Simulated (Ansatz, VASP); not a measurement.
## HfB2: VASP beside Ansatz

The input INCAR:

```
PREC = Accurate
ENCUT = 520
EDIFF = 1E-6
ISMEAR = -1
SIGMA = 0.05
LREAL = False
LASPH = True
NELM = 100
ALGO = Normal
ISIF = 2
LWAVE = False
LCHARG = True
GGA = PE
LELF = True
LVHAR = True
NBANDS = 15
```

The input KPOINTS:

```
Automatic mesh
0
Gamma
  13 13 11
```

The input POSCAR:

```
HfB2
1.0
    3.1813206298      0.0000000000      0.0000000000
   -1.5906603150      2.7551044830      0.0000000000
    0.0000000000      0.0000000000      3.5257947253
Hf B
1 2
Direct
    0.0000000000      0.0000000000      0.0000000000
    0.3333333333      0.6666666667      0.5000000000
    0.6666666667      0.3333333333      0.5000000000
```

Input for Ansatz:

```yaml
crystal:
  lattice:
    - [3.1813206298, 0.0, 0.0]
    - [-1.590660315, 2.755104483, 0.0]
    - [0.0, 0.0, 3.5257947253]
  atoms:
    - { symbol: Hf, position: [0.0, 0.0, 0.0] }
    - { symbol: B, position: [0.3333333333, 0.6666666667, 0.5] }
    - { symbol: B, position: [0.6666666667, 0.3333333333, 0.5] }
kpoints:
  mp_grid: { grid: [13, 13, 11] }
  band_path:
    path:
      - [0.0, 0.0, 0.0]
      - [0.5, 0.0, 0.0]
      - [0.3333333333, 0.3333333333, 0.0]
      - [0.0, 0.0, 0.0]
      - [0.0, 0.0, 0.5]
      - [0.5, 0.0, 0.5]
      - [0.3333333333, 0.3333333333, 0.5]
      - [0.0, 0.0, 0.5]
      - [0.5, 0.0, 0.5]
    npoints: 5
scf:
  occupations: { method: fermi_dirac, width: 0.05 }
hamiltonian:
  xc: pbe
  pseudopotentials: { kind: all_electron, lapw: { basis_error: 0.0005 } }
output:
  forces: true
  stress: true
  eigenvalues: true
```

Change from the starting cell: volume scaled by 1.04.

Alike in both runs: task single point; functional PBE; k mesh 13 × 13 × 11; occupations fermi-dirac, width 0.05 eV; no spin polarisation.

```csv
,VASP,Ansatz
version,VASP 6.6.1,Ansatz 0.2.0
potentials or method,"VASP PAW PBE potentials, release 64 (Hf_pv, B), cutoff 520 eV","all-electron LAPW, scalar-relativistic"
```

Ansatz gave:

| Quantity | Value |
| --- | --- |
| pressure (GPa) | -7.9 |
| traceless stress, the component that is largest in VASP (GPa) | 0.84 |

Task: Estimate VASP's values.

Result: Pressure (GPa): -8.4; traceless stress, the component that is largest in VASP (GPa): 0.91.

Ansatz ran all-electron here, and VASP with PAW potentials.

Neither program's run includes spin-orbit coupling.
